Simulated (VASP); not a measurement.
Wanted: the native input for a VASP 6.6.1 run.

| Quantity | Value |
| --- | --- |
| Task | single point |
| Functional | PBEsol |
| Potentials or basis | VASP PAW PBE potentials, release 64 (C_h) |
| Cutoff | 1300 eV |
| k mesh | 9 × 9 × 6 |
| Occupations | gaussian, width 0.01 eV |
| Spin | no spin polarisation |
| Dipole correction | no |
| Further INCAR settings | ALGO = Normal; EDIFF = 1e-06; NBANDS = 16 |

The structure of C lies in POSCAR:

```
C
1.0
    2.4982824898      0.0000000000      0.0000000000
   -1.2491412449      2.1635761020      0.0000000000
    0.0000000000      0.0000000000      4.2229976408
C
4
Direct
    0.3333333333      0.6666666667     -0.0002608640
    0.6666666667      0.3333333333      0.4997391360
    0.3333333333      0.6666666667      0.3742608640
    0.6666666667      0.3333333333      0.8742608640
```

One way to write it, as run:

INCAR

```
SYSTEM = C
ALGO = Normal
EDIFF = 1E-6
ENCUT = 1300
GGA = PS
GGA_COMPAT = .False.
ISIF = 2
ISMEAR = 0
LASPH = .True.
LCHARG = .False.
LREAL = .False.
LWAVE = .False.
NBANDS = 16
NELM = 120
PREC = Accurate
SIGMA = 0.01
```

KPOINTS

```
k-points
0
Gamma
  9 9 6
  0 0 0
```

Potentials or basis: VASP PAW PBE potentials, release 64 (C_h).

The run is started by

```console
$ cat potpaw_PBE.64/C_h/POTCAR > POTCAR
$ mpirun -np 1 vasp_std > vasp.out
```

It gave:

The pressure is -6.1 GPa. The largest force is 0.003 eV/Å and the band gap on the k mesh is 3.09 eV (least direct gap 4.86 eV).

Caveat: the stress differs along the axes, from -19 to 0 GPa; the PAW data sets were made with another functional, which shifts forces and pressure a little.

Wall time 27 s on 1 thread of Intel(R) Xeon(R) 6975P-C (Granite Rapids), with other jobs on the host, peak memory 0.21 GiB.
